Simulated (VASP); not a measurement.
Al:

```
CELL_PARAMETERS angstrom
2.31065 -4.81962 0.00000
2.31065 4.81962 0.00000
0.00000 0.00000 4.45989
ATOMIC_POSITIONS crystal
Al 0.92512 0.07488 0.25000
Al 0.07488 0.92512 0.75000
```

```yaml
Program: VASP 6.6.1
Task: relaxation of cell and atoms
Functional: r2SCAN
Potentials_or_basis: VASP PAW PBE potentials, release 64 (Al)
Cutoff: 600 eV
k_mesh: 4 × 4 × 4
Occupations: gaussian, width 0.1 eV
Spin: no spin polarisation
```

At the start: pressure -3.1 GPa; volume 49.67 Å³/atom.

Q: How do energy, volume and symmetry change on relaxing?

A: Over 41 steps the energy falls by 1667.8 meV/atom and the volume is 16.68 Å³/atom (-66.4 %); space group Cmcm (No. 63, to 0.05 Å).

The path:
| step | energy change (eV) | largest force (eV/Å) | pressure (GPa) | volume (Å³) |
| --- | --- | --- | --- | --- |
| 1 | 0.0000 | 0.1981 | -3.09 | 99.33 |
| 3 | -0.0512 | 4.9465 | 10.34 | 53.85 |
| 5 | -0.4172 | 2.5004 | 1.10 | 67.38 |
| 7 | -0.6296 | 3.0672 | 2.84 | 59.12 |
| 9 | -0.5028 | 6.8490 | 41.21 | 29.92 |
| 11 | -0.9981 | 4.9435 | 14.78 | 40.40 |
| 13 | -1.8211 | 3.1762 | 30.99 | 28.74 |
| 15 | -2.7775 | 1.4064 | 8.53 | 32.91 |
| 17 | -3.0411 | 0.4010 | -5.12 | 39.17 |
| 19 | -3.1664 | 0.2858 | -3.87 | 37.65 |
| 21 | -3.1813 | 0.2971 | -4.05 | 37.12 |
| 23 | -3.1880 | 0.2838 | -3.76 | 36.78 |
| 25 | -3.2556 | 0.2399 | -0.05 | 34.30 |
| 27 | -3.2753 | 0.2442 | 3.14 | 32.70 |
| 29 | -3.3126 | 0.2259 | 3.20 | 32.23 |
| 31 | -3.3139 | 0.2098 | 3.28 | 32.10 |
| 33 | -3.3281 | 0.1757 | -0.18 | 33.35 |
| 35 | -3.3295 | 0.1610 | -0.26 | 33.40 |
| 37 | -3.3300 | 0.0121 | 0.08 | 33.51 |
| 39 | -3.3338 | 0.0643 | -0.15 | 33.45 |
| 41 | -3.3357 | 0.0020 | -0.06 | 33.36 |

Final structure:
```yaml
crystal:
  lattice:
    - [1.32856, -2.87489, 0.00000]
    - [1.32856, 2.87489, 0.00000]
    - [0.00000, 0.00000, 4.36655]
  atoms:
    - { symbol: Al, position: [0.84417, 0.15583, 0.25000] }
    - { symbol: Al, position: [0.15583, 0.84417, 0.75000] }
```

Caveat: the k points lie up to 0.65 Å⁻¹ apart in the final cell; the volume moved by over 15 % at a fixed basis, so the end points are rough; the PAW data sets were made with another functional, which shifts forces and pressure a little.
